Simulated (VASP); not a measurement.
# SnO (P1) in VASP: notebook

The runs below take SnO through single point, with PBEsol.

All numbers are computed with VASP 6.6.1; they aren't measurements. Logs are shortened: lines on timing, memory, paths and dates and some standing lists are left out, and cuts for length are marked.

## 1. The cell of the first run

The typed cell holds 16 atoms: a = 6.596 Å, b = 6.596 Å, c = 9.216 Å, α = 90.00°, β = 90.00°, γ = 120.00°.

## 2. Single point, PBEsol

Contents of INCAR:

```
  ALGO = Normal
  EDIFF = 1E-6
  ENCUT = 520
  GGA = PS
  ISIF = 2
  ISMEAR = -1
  LASPH = True
  LCHARG = False
  LREAL = Auto
  LWAVE = False
  NBANDS = 94
  NELM = 80
  PREC = Accurate
  SIGMA = 0.146
```

Contents of KPOINTS:

```
k-points
0
Gamma
  3 3 2
```

Contents of POSCAR:

```
SnO
1.0
    6.5963126664      0.0000000000      0.0000000000
   -3.2981563332      5.7125743404      0.0000000000
    0.0000000000      0.0000000000      9.2163704805
Sn O
8 8
Direct
    0.1648594754      0.3368941716     -0.0085879794
    0.3225518175      0.1621071245      0.4906690773
    0.1572378821      0.8241517256     -0.0063762628
    0.3400686277      0.6760473947      0.4986852481
    0.6759352852      0.3373792419     -0.0068791722
    0.8367372856      0.1601215049      0.4862377234
    0.6686301243      0.8378042394     -0.0027622587
    0.8300561680      0.6673865009      0.4956604131
    0.1812397479      0.3561123022      0.3972854615
    0.3273368814      0.1606604913      0.9035347502
    0.1657216636      0.8163590917      0.3735876295
    0.3444265280      0.7062273083      0.8719339155
    0.7002511657      0.3618857063      0.4045248624
    0.8085795270      0.1453085685      0.8812696947
    0.6815483994      0.8536991747      0.3544759845
    0.8234583633      0.6568150848      0.8699620981
```

Potentials or basis: VASP PAW PBE potentials, release 64 (Sn_d, O).

Command:

```bash
$ cat potpaw_PBE.64/Sn_d/POTCAR potpaw_PBE.64/O/POTCAR > POTCAR
$ mpirun -np 1 vasp_std > vasp.out
```

OUTCAR:

```text
EDIFF = 1E-6
   ENCUT = 520
   GGA = PS
   ISIF = 2
   ISMEAR = -1
   LASPH = True
   LREAL = Auto
   NELM = 80
   PREC = Accurate

 ion  position               nearest neighbor table
   1  0.165  0.337  0.991-  10 2.10  14 2.28  12 2.38   5 3.23   3 3.24   7 3.28   7 3.31   3 3.36
                             5 3.37
   2  0.323  0.162  0.491-   9 2.11  11 2.25  13 2.30   6 3.20   8 3.26   4 3.27   4 3.33   8 3.34
                             6 3.40
   3  0.157  0.824  0.994-  12 2.09  10 2.09  16 2.22   5 3.19   1 3.24   7 3.27   7 3.33   1 3.36
                             5 3.40
   4  0.340  0.676  0.499-   9 2.05  11 2.14  15 2.36   6 3.24   8 3.26   2 3.27   2 3.33   8 3.34
                             6 3.36
   5  0.676  0.337  0.993-  14 2.13  16 2.15  10 2.16   3 3.19   1 3.23   7 3.27   7 3.33   1 3.37
                             3 3.40
   6  0.837  0.160  0.486-  13 2.08  15 2.13   9 2.14   2 3.20   8 3.23   4 3.24   4 3.36   8 3.37
                             2 3.40
   7  0.669  0.838  0.997-  14 2.06  12 2.19  16 2.25   3 3.27   5 3.27   1 3.28   1 3.31   5 3.33
                             3 3.33
   8  0.830  0.667  0.496-  13 1.94  11 2.23  15 2.32   6 3.23   2 3.26   4 3.26   4 3.34   2 3.34
                             6 3.37
   9  0.181  0.356  0.397-   4 2.05   2 2.11   6 2.14
  10  0.327  0.161  0.904-   3 2.09   1 2.10   5 2.16
  11  0.166  0.816  0.374-   4 2.14   8 2.23   2 2.25
  12  0.344  0.706  0.872-   3 2.09   7 2.19   1 2.38
  13  0.700  0.362  0.405-   8 1.94   6 2.08   2 2.30
  14  0.809  0.145  0.881-   7 2.06   5 2.13   1 2.28
  15  0.682  0.854  0.354-   6 2.13   8 2.32   4 2.36
  16  0.823  0.657  0.870-   5 2.15   3 2.22   7 2.25

  LATTYP: Found a hexagonal cell.
 ALAT       =     6.5963126664
 C/A-ratio  =     1.3972003673

  Lattice vectors:

 A1 = (   6.5963126664,   0.0000000000,   0.0000000000)
 A2 = (  -3.2981563332,   5.7125743404,   0.0000000000)
 A3 = (   0.0000000000,   0.0000000000,   9.2163704805)

Analysis of symmetry for initial positions (statically):
=====================================================================
 Subroutine PRICEL returns:
 Original cell was already a primitive cell.

 Routine SETGRP: Setting up the symmetry group for a
 hexagonal supercell.

 Subroutine GETGRP returns: Found  1 space group operations
 (whereof  1 operations were pure point group operations)
 out of a pool of 24 trial point group operations.

The static configuration has the point symmetry C_1 .

Analysis of symmetry for dynamics (positions and initial velocities):
=====================================================================
 Subroutine PRICEL returns:
 Original cell was already a primitive cell.

 Routine SETGRP: Setting up the symmetry group for a
 hexagonal supercell.

 Subroutine GETGRP returns: Found  1 space group operations
 (whereof  1 operations were pure point group operations)
 out of a pool of 24 trial point group operations.

The dynamic configuration has the point symmetry C_1 .

 Subroutine INISYM returns: Found  1 space group operations
 (whereof  1 operations are pure point group operations),
 and found     1 'primitive' translations

----------------------------------------------------------------------------------------

                                     Primitive cell

  volume of cell :     347.2906

  direct lattice vectors                    reciprocal lattice vectors
     6.596312666  0.000000000  0.000000000     0.151599848  0.087526213  0.000000000
    -3.298156333  5.712574340  0.000000000     0.000000000  0.175052427  0.000000000
     0.000000000  0.000000000  9.216370481     0.000000000  0.000000000  0.108502583

  length of vectors
     6.596312666  6.596312666  9.216370481     0.175052427  0.175052427  0.108502583

  position of ions in fractional coordinates (direct lattice)
     0.164859475  0.336894172  0.991412021
     0.322551817  0.162107124  0.490669077
     0.157237882  0.824151726  0.993623737
     0.340068628  0.676047395  0.498685248
     0.675935285  0.337379242  0.993120828
     0.836737286  0.160121505  0.486237723
[... 8 lines left out ...]
     0.681548399  0.853699175  0.354475984
     0.823458363  0.656815085  0.869962098

  ion indices of the primitive-cell ions
   primitive index   ion index
                 1           1
                 2           2
                 3           3
                 4           4
                 5           5
                 6           6
[... 8 lines left out ...]
                15          15
                16          16

----------------------------------------------------------------------------------------

 KPOINTS: k-points

Automatic generation of k-mesh.
 Grid dimensions read from file:
 generate k-points for:    3    3    2

 Generating k-lattice:

  Cartesian coordinates                     Fractional coordinates (reciprocal lattice)
     0.050533283  0.029175404  0.000000000     0.333333333  0.000000000  0.000000000
     0.000000000  0.058350809  0.000000000     0.000000000  0.333333333  0.000000000
     0.000000000  0.000000000  0.054251291     0.000000000  0.000000000  0.500000000

  Length of vectors
     0.058350809  0.058350809  0.054251291

  Shift w.r.t. Gamma in fractional coordinates (k-lattice)
     0.000000000  0.000000000  0.000000000

 Subroutine IBZKPT returns following result:
 ===========================================

 Found     10 irreducible k-points:

 Following reciprocal coordinates:
            Coordinates               Weight
  0.000000  0.000000  0.000000      1.000000
  0.333333  0.000000  0.000000      2.000000
  0.000000  0.333333  0.000000      2.000000
 -0.333333  0.333333  0.000000      2.000000
  0.333333  0.333333  0.000000      2.000000
  0.000000  0.000000  0.500000      1.000000
  0.333333  0.000000  0.500000      2.000000
  0.000000  0.333333  0.500000      2.000000
 -0.333333  0.333333  0.500000      2.000000
  0.333333  0.333333  0.500000      2.000000
   k-points           NKPTS =     10   k-points in BZ     NKDIM =     10   number of bands    NBANDS=     94
   number of dos      NEDOS =    301   number of ions     NIONS =     16
   total plane-waves  NPLWV = 175000
   dimension x,y,z NGX =    50 NGY =   50 NGZ =   70
   dimension x,y,z NGXF=   100 NGYF=  100 NGZF=  140
   ions per type =               8   8
   NGX,Y,Z   is equivalent  to a cutoff of  12.60, 12.60, 12.63 a.u.
   NGXF,Y,Z  is equivalent  to a cutoff of  25.20, 25.20, 25.25 a.u.
 SYSTEM =  unknown system
   PREC   = accura    normal or accurate (medium, high low for compatibility)
   ISTART =      0    job   : 0-new  1-cont  2-samecut
   ICHARG =      2    charge: 1-file 2-atom 10-const
   ISPIN  =      1    spin polarized calculation?
   LNONCOLLINEAR =      F non collinear calculations
   LSORBIT =      F    spin-orbit coupling
   LASPH  =      T    aspherical Exc in radial PAW
   ENCUT  =  520.0 eV  38.22 Ry    6.18 a.u.  12.26 12.26 17.14*2*pi/ulx,y,z
   NELM   =     80;   NELMIN=  2; NELMDL= -5     # of ELM steps
   EDIFF  = 0.1E-05   stopping-criterion for ELM
   LREAL  =      T    real-space projection
   EDIFFG = 0.1E-04   stopping-criterion for IOM
   NSW    =      0    number of steps for IOM
   IBRION =     -1    ionic relax: 0-MD 1-quasi-New 2-CG
   NFREE  =      0    steps in history (QN), initial steepest desc. (CG)
   ISIF   =      2    stress and relaxation
   ISYM   =      2    0-nonsym 1-usesym 2-fastsym
   POTIM  = 0.5000    time-step for ionic-motion
   TEBEG  =    0.0;   TEEND  =   0.0 temperature during run
   PSTRESS=    0.0 pullay stress
   NELECT =     160.0000    total number of electrons
   NUPDOWN=      -1.0000    fix difference up-down
   EMIN   =  10.00;   EMAX   =-10.00  energy-range for DOS
   EFERMI =   0.00;   METHOD = LEGACY
   ISMEAR =    -1;   SIGMA  =   0.15  broadening in eV -4-tet -1-fermi 0-gaus
   EFERMI_NEDOS =   21; number of points for ismear=-14 and -15
   IALGO  =     38    algorithm
   IMIX   =      4    mixing-type and parameters
     AMIX     =   0.40;   BMIX     =  1.00
     AMIX_MAG =   1.60;   BMIX_MAG =  1.00
  volume/ion in A,a.u.               =      21.71       146.48
  Fermi-wavevector in a.u.,A,eV,Ry     =   1.264398  2.389366 21.751667  1.598702
  Thomas-Fermi vector in A             =   2.397705
   LORBIT       =      0    0 simple, 1 ext, 2 COOP (PROOUT), +10 PAW based schemes
   GGA     = PS    functional components
   LHFCALC =     F    Hartree Fock is set to
   AEXX    =    0.0000 exact exchange contribution
   IVDW    =     0    specifies the selected vdW correction
   LEPSILON=     F    determine dielectric tensor
   LRPA    =     F    only Hartree local field effects (RPA)
 non-spin polarized calculation
  energy-cutoff  :      520.00
  volume of cell :      347.29
 maximum number of plane-waves:      9384
 NGX is ok and might be reduce to    50
   NGX = 25   NGY = 25   NGZ = 35

 number of electron     160.0000003 magnetization

 Free energy of the ion-electron system (eV)
  ---------------------------------------------------
  ext. energy  EPLUGINS =         0.00000000
  ---------------------------------------------------
  free energy    TOTEN  =       -90.08297521 eV

  energy without entropy =      -90.05318672  energy(sigma->0) =      -90.06808096

 E-fermi :   4.5291     XC(G=0):  -9.1758

 val. band max:        3.8885155818   @ k =   0.3333   0.3333   0.0000
 cond. band min:       4.9421009760   @ k =   0.0000   0.0000   0.0000
 fundamental gap:      1.0535853942
 Fermi energy:         4.5290766712

 k-point     1 :       0.0000    0.0000    0.0000
  band No.  band energies     occupation
      1     -17.7319      2.00000
      2     -17.6395      2.00000
      3     -17.6053      2.00000
      4     -17.4834      2.00000
      5     -17.3140      2.00000
      6     -17.3120      2.00000
[... 84 lines left out ...]
     91       9.3713      0.00000
     92       9.7068      0.00000

 k-point     2 :       0.3333    0.0000    0.0000
  band No.  band energies     occupation
      1     -17.6749      2.00000
      2     -17.6011      2.00000
      3     -17.5932      2.00000
      4     -17.4538      2.00000
      5     -17.3149      2.00000
      6     -17.2937      2.00000
[... 844 lines left out ...]
     91       8.0683      0.00000
     92       8.1428      0.00000
 [bands above 92 left out]

------------------------ aborting loop because EDIFF is reached ----------------------------------------

  FORCE on cell =-STRESS in cart. coord.  units (eV):
  Direction    XX          YY          ZZ          XY          YZ          ZX
  --------------------------------------------------------------------------------------
  -------------------------------------------------------------------------------------
  Total        2.2395997      6.8769495     -0.1364603     -1.3187769      1.8118285     -0.1679467
  in kB       10.3320849     31.7258594     -0.6295409     -6.0839956      8.3586213     -0.7747988
  external PRESSURE =      13.8094678 kB  Pullay stress =       0.0000000 kB

 VOLUME and BASIS-vectors are now :
 -----------------------------------------------------------------------------
  energy-cutoff  :      520.00
  volume of cell :      347.29
      direct lattice vectors                 reciprocal lattice vectors
     6.596312666  0.000000000  0.000000000     0.151599848  0.087526213  0.000000000
    -3.298156333  5.712574340  0.000000000     0.000000000  0.175052427  0.000000000
     0.000000000  0.000000000  9.216370481     0.000000000  0.000000000  0.108502583

 POSITION                                       TOTAL-FORCE (eV/Angst)
 -----------------------------------------------------------------------------------
     -0.02366      1.92453      9.13722        -0.398412      0.533212      0.164389
      1.59300      0.92605      4.52219         0.783790     -0.517351      0.596728
     -1.68099      4.70803      9.15760        -0.287006     -0.373185      0.433531
      0.01349      3.86197      4.59607         0.463746      1.226252     -0.022805
      3.34595      1.92730      9.15297        -0.300445      0.256545      0.429574
      4.99127      0.91471      4.48135        -0.026482     -0.677762      0.776616
[... 8 lines left out ...]
      1.68007      4.87682      3.26698        -0.129434     -0.419367      0.725062
      3.26551      3.75210      8.01789         0.012516      0.122826      0.170186
 -----------------------------------------------------------------------------------
    total drift:                                0.001306      0.019534     -0.009771

  FREE ENERGIE OF THE ION-ELECTRON SYSTEM (eV)
  ---------------------------------------------------
  free  energy   TOTEN  =       -90.0829752061 eV

  energy  without entropy=      -90.0531867186  energy(sigma->0) =      -90.06808096
```

Run time: 9.5 min. Hardware: 1 thread of Intel Xeon Platinum 8259CL at 2.50GHz (Skylake/Cascade Lake), shared host; peak memory 0.51 GiB.

Results:

```
Free energy            : -90.0830 eV
Pressure               : 1.4 GPa
Largest force          : 2.629 eV/Å
Band gap on the k mesh : 1.05 eV
```

Forces in eV/Å, atoms in the order of the input:
```
Sn  -0.398  0.533  0.164
Sn   0.784 -0.517  0.597
Sn  -0.287 -0.373  0.434
Sn   0.464  1.226 -0.023
Sn  -0.300  0.257  0.430
Sn  -0.026 -0.678  0.777
Sn  -0.067 -1.034 -0.060
Sn  -0.203  2.529  0.554
O    0.045 -0.564 -1.328
O   -0.017  0.423 -0.925
O   -0.264  0.395  0.371
O    0.413 -0.865  0.244
O   -0.637 -1.934 -1.663
O    0.611  0.898 -0.467
O   -0.129 -0.419  0.725
O    0.013  0.123  0.170
```

Caveat: the PAW data sets were made with another functional, which shifts forces and pressure a little; spin-orbit coupling is left out, which moves the levels of the heavy elements. A k mesh can miss the band edges.

(Part 1 of 2 ends here.)
